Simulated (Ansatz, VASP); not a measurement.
# Two plane-wave programs on SiO2

File INCAR:

```
SYSTEM = SiO2
PREC = Accurate ; ENCUT = 520
EDIFF = 1E-6 ; ISMEAR = 0
SIGMA = 0.05 ; LREAL = .False.
LASPH = .True. ; NELM = 80
ALGO = Normal ; ISIF = 2
LWAVE = .False. ; LCHARG = .True.
GGA = PE ; LELF = .True.
LVHAR = .True. ; NBANDS = 25
```

KPOINTS

```
regular mesh
0
Gamma
  6 6 8
  0 0 0
```

POSCAR

```
SiO2
1.0
    4.2358788249      0.0000000000      0.0000000000
    0.0000000000      4.2358788249      0.0000000000
    0.0000000000      0.0000000000      2.6897743053
Si O
2 4
Direct
    0.5000000000      0.5000000000      0.5000000000
    0.0000000000      0.0000000000      0.0000000000
    0.6930127928      0.6930127928      0.0000000000
    0.1930127928      0.8069872072      0.5000000000
    0.3069872072      0.3069872072      0.0000000000
    0.8069872072      0.1930127928      0.5000000000
```

Input for Ansatz:

```yaml
crystal:
  lattice:
    - [4.2358788266, 0.0, 0.0]
    - [0.0, 4.2358788266, 0.0]
    - [0.0, 0.0, 2.6897743046]
  atoms:
    - { symbol: Si, position: [0.5, 0.5, 0.5] }
    - { symbol: Si, position: [0.0, 0.0, 0.0] }
    - { symbol: O, position: [0.6930127927, 0.6930127927, 0.0] }
    - { symbol: O, position: [0.1930127927, 0.8069872073, 0.5] }
    - { symbol: O, position: [0.3069872073, 0.3069872073, 0.0] }
    - { symbol: O, position: [0.8069872073, 0.1930127927, 0.5] }
basis:
  ecutwfc: 520.0
kpoints:
  mp_grid: { grid: [6, 6, 8] }
hamiltonian:
  xc: pbe
  pseudopotentials: { kind: paw, azcp: { folder: soft_1 } }
scf:
  occupations: { method: gaussian, width: 0.05 }
output:
  forces: true
  stress: true
  eigenvalues: true
  write_density: true
  write_potential: true
  elf: true
  volumetric_format: npy
```

Alike in both runs: task single point; functional PBE; k mesh 6 × 6 × 8; occupations gaussian, width 0.05 eV; no spin polarisation.

|  | VASP | Ansatz |
| --- | --- | --- |
| version | VASP 6.6.1 | Ansatz 0.2.0 |
| potentials or method | VASP PAW PBE potentials, release 64 (Si, O), cutoff 520 eV | scalar-relativistic, plane waves, PAW |
| valence electrons in the cell | 32 | 32 |

```tsv
	VASP	Ansatz	Ansatz less VASP
gap on the k mesh at the Fermi level (eV)	5.03	5.05	+0.021
least direct gap on the mesh (eV)	5.03	5.05	+0.021
pressure (GPa)	0.3	0.0	-0.26
traceless stress, the component that is largest in VASP (GPa)	0.50	0.01	-0.491
rms of the force components (eV/Å)	0.009	0.000	-0.0095
```

Atom by atom the forces differ by 0.009 eV/Å (rms over components).
